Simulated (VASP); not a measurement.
# S: single point with PBEsol

S:

```
CELL_PARAMETERS angstrom
0.00000 1.94449 1.99435
1.94449 0.00000 1.99435
1.94449 1.94449 0.00000
ATOMIC_POSITIONS crystal
S 0.00000 0.00000 0.00000
```

This cell differs from its parent crystal: strain -0.025 along x and y, +0.000 along z.

```
Program             : VASP 6.6.1
Task                : single point
Functional          : PBEsol
Potentials or basis : VASP PAW PBE potentials, release 64 (S)
Cutoff              : 520 eV
k mesh              : 20 × 20 × 20
Occupations         : gaussian, width 0.15 eV
Spin                : no spin polarisation
```

```yaml
Pressure: -0.9 GPa
Band_gap_on_the_k_mesh: zero (bands 3 and 4 overlap by 6.35 eV)
```

Stress tensor (GPa, compression positive):
```
-1.71  0.00  0.00
 0.00 -1.71  0.00
 0.00  0.00  0.62
```

Levels at points of the mesh, in eV from the Fermi level:
```
           k point  band 1  band 2  band 3  band 4  band 5  band 6  band 7
(0.00, 0.00, 0.00)  -17.24    3.46    3.49    3.49   11.89   12.25   12.25
(0.50, 0.00, 0.00)  -12.78   -7.92    1.89    2.27    9.50   11.10   11.56
(0.50, 0.50, 0.00)  -11.21   -6.99   -0.65   -0.65    5.41    5.74   22.51
(0.50, 0.00, 0.50)  -10.84   -6.78   -1.12   -0.86    5.01    5.53   22.36
```

Run time: 20 s on 1 thread of Intel(R) Xeon(R) 6975P-C (Granite Rapids), with other jobs on the host, peak memory 0.19 GiB.

Caveat: the cell differs from its parent crystal (strain -0.025 along x and y, +0.000 along z); the PAW data sets were made with another functional, which shifts forces and pressure a little.
